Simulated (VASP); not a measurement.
BiS: single point with PBE

BiS:

```xyz
2
Lattice="3.5558 0.0000 0.0000 0.0000 3.5558 0.0000 0.0000 0.0000 3.5558" Properties=species:S:1:pos:R:3 pbc="T T T"
Bi    0.0000    0.0000    0.0000
S     1.7779    1.7779    1.7779
```

This cell differs from its parent crystal: volume scaled by 0.980.

```yaml
Program: VASP 6.6.1
Task: single point
Functional: PBE
Potentials_or_basis: VASP PAW PBE potentials, release 64 (Bi_d, S)
Cutoff: 520 eV
k_mesh: 10 × 10 × 10
Occupations: gaussian, width 0.05 eV
Spin: no spin polarisation
```

- Pressure: 1.5 GPa

Levels at points of the mesh, in eV from the Fermi level:
```tsv
k point	band 6	band 7	band 8	band 9	band 10	band 11	band 12	band 13	band 14	band 15
(0.00, 0.00, 0.00)	-15.52	-9.31	-3.30	-3.30	-3.30	3.69	3.69	4.51	4.51	4.51
(0.50, 0.00, 0.00)	-13.51	-12.34	-1.93	-1.87	-1.87	-1.77	1.56	1.56	5.25	7.32
(0.50, 0.50, 0.00)	-12.63	-10.82	-6.53	-6.53	-1.59	2.41	2.41	3.37	5.80	7.62
(0.50, 0.50, 0.50)	-12.25	-9.63	-4.07	-4.07	-4.07	-2.92	-2.92	-2.92	12.81	12.81
```

Run time: 26 s on 1 thread of Intel(R) Xeon(R) Platinum 8375C CPU @ 2.90GHz (Ice Lake) (shared host), peak memory 0.18 GiB.

Caveat: spin-orbit coupling is left out, which moves the levels of the heavy elements.
